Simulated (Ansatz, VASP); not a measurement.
**CuO: VASP and Ansatz over several settings**

```
CELL_PARAMETERS angstrom
2.34465 -1.71340 0.00000
2.34465 1.71340 0.00000
-0.86055 0.00000 5.05944
ATOMIC_POSITIONS crystal
Cu 0.00320 0.49680 0.00000
Cu 0.49680 0.00320 0.50000
O 0.57140 0.40560 0.25370
O 0.40560 0.57140 0.75370
```

Single points on this cell with VASP 6.6.1 and Ansatz 0.2.0. Each row is one pair of runs. Alike in all rows: spin: off; smearing: fermi-dirac, width 0.05 eV.

```csv
level,k mesh,"VASP's potentials, cutoff","Ansatz's potentials, cutoff","gap on the k mesh at the Fermi level (eV), VASP","gap on the k mesh at the Fermi level (eV), Ansatz","pressure (GPa), VASP","pressure (GPa), Ansatz","rms of the force components (eV/Å), VASP","rms of the force components (eV/Å), Ansatz"
PBE,4 × 4 × 3,"VASP PAW PBE potentials, release 64 (Cu, O), 520 eV","Ansatz PAW, 420 eV",none,none,6.4,5.7,0.440,0.428
LDA,10 × 10 × 5,"VASP PAW LDA potentials, release 64 (Cu, O), 520 eV","Ansatz PAW, 420 eV",?,none,?,-9.6,?,0.421
BLYP,10 × 10 × 5,"VASP PAW PBE potentials, release 64 (Cu, O), 520 eV","Ansatz PAW, 420 eV",none,none,13.3,12.4,0.459,0.440
r2SCAN,10 × 10 × 5,"VASP PAW PBE potentials, release 64 (Cu, O), 520 eV","Ansatz PAW, 500 eV",none,none,-0.3,-1.3,0.435,0.424
PBE,6 × 6 × 3,"VASP PAW PBE potentials, release 64 (Cu, O), 520 eV","Ansatz PAW, 420 eV",none,none,6.4,5.8,0.431,0.420
```

Problem. Fill in what VASP gave in row 2.

Solution. gap on the k mesh at the Fermi level (eV): none; pressure (GPa): -8.8; rms of the force components (eV/Å): 0.428.

VASP's potentials hold 34 valence electrons a cell and Ansatz's 50, so a difference there can come from the potentials and not from the codes.

A gap of «none» marks a metal or a gap that the smearing closes.

The k mesh is coarse in some rows, so the values compare programs but aren't converged.
